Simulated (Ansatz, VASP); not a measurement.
**One calculation of CdSe, two programs**

The input POSCAR:

```
CdSe
1.0
    0.0000000000      3.1904922036      2.8772840228
    3.1904922036      0.0000000000      2.8772840228
    3.1904922036      3.1904922036      0.0000000000
Cd Se
1 1
Direct
    0.0000000000      0.0000000000      0.0000000000
    0.2500000000      0.2500000000      0.2500000000
```

File INCAR.step1:

```
PREC     = Accurate       # precision mode
ENCUT    = 520            # plane-wave cutoff, eV
ISMEAR   = 0              # smearing method
SIGMA    = 0.01           # smearing width, eV
LREAL    = F              # projectors in reciprocal space
LASPH    = T              # aspherical terms in the spheres
NELM     = 60             # most SCF steps
NBANDS   = 16             # bands
GGA      = PE             # functional
ALGO     = Normal         # electronic algorithm
EDIFF    = 1E-4           # SCF threshold, eV
LWAVE    = T              # write WAVECAR
LCHARG   = F              # write CHGCAR
```

The input INCAR.step2:

```
PREC     = Accurate       # precision mode
ENCUT    = 520            # plane-wave cutoff, eV
EDIFF    = 1E-7           # SCF threshold, eV
ISMEAR   = 0              # smearing method
SIGMA    = 0.01           # smearing width, eV
LREAL    = F              # projectors in reciprocal space
LASPH    = T              # aspherical terms in the spheres
NELM     = 60             # most SCF steps
ALGO     = Normal         # electronic algorithm
ISIF     = 2              # what is computed and relaxed
LWAVE    = F              # write WAVECAR
LCHARG   = F              # write CHGCAR
METAGGA  = R2SCAN         # meta-GGA
LMIXTAU  = T            
NBANDS   = 16             # bands
ISTART   = 1
```

The input KPOINTS:

```
regular mesh
0
Gamma
  8 8 8
```

Input for Ansatz:

```yaml
crystal:
  lattice:
    - [0.0, 3.1904922036, 2.8772840228]
    - [3.1904922036, 0.0, 2.8772840228]
    - [3.1904922036, 3.1904922036, 0.0]
  atoms:
    - { symbol: Cd, position: [0.0, 0.0, 0.0] }
    - { symbol: Se, position: [0.25, 0.25, 0.25] }
kpoints:
  mp_grid: { grid: [8, 8, 8] }
  band_path:
    path:
      - [0.0, 0.0, 0.0]
      - [-0.5, -0.5, 0.0]
      - [-0.375, -0.375, 0.25]
      - [-0.375, 0.0, 0.375]
      - [0.0, 0.0, 0.5]
      - [-0.5, -0.25, 0.25]
    npoints: 1
hamiltonian:
  xc: r2scan
scf:
  occupations: { method: fixed }
  n_extra_bands: 4
output:
  forces: true
  stress: true
  eigenvalues: true
```

Change from the starting cell: epitaxial_xy strain +4.0%.

Alike in both runs: task single point; functional r2SCAN; k mesh 8 × 8 × 8; no spin polarisation.

|  | VASP | Ansatz |
| --- | --- | --- |
| version | VASP 6.6.1 | Ansatz 0.2.0 |
| potentials or method | VASP PAW PBE potentials, release 64 (Cd, Se) | plane waves, PAW |
| plane-wave cutoff (eV) | 520 | 500 |
| occupations | gaussian, width 0.01 eV | fixed |
| valence electrons in the cell | 18 | 36 |

|  | VASP | Ansatz | Ansatz less VASP |
| --- | --- | --- | --- |
| gap on the k mesh at the Fermi level (eV) | 0.80 | 0.81 | +0.010 |
| pressure (GPa) | -0.8 | -1.0 | -0.22 |
| traceless stress, the component that is largest in VASP (GPa) | 0.98 | 0.99 | +0.013 |

VASP's potentials were made for PBE, not for r2SCAN. VASP's potentials hold 18 valence electrons a cell and Ansatz's 36, so a difference there can come from the potentials and not from the codes.
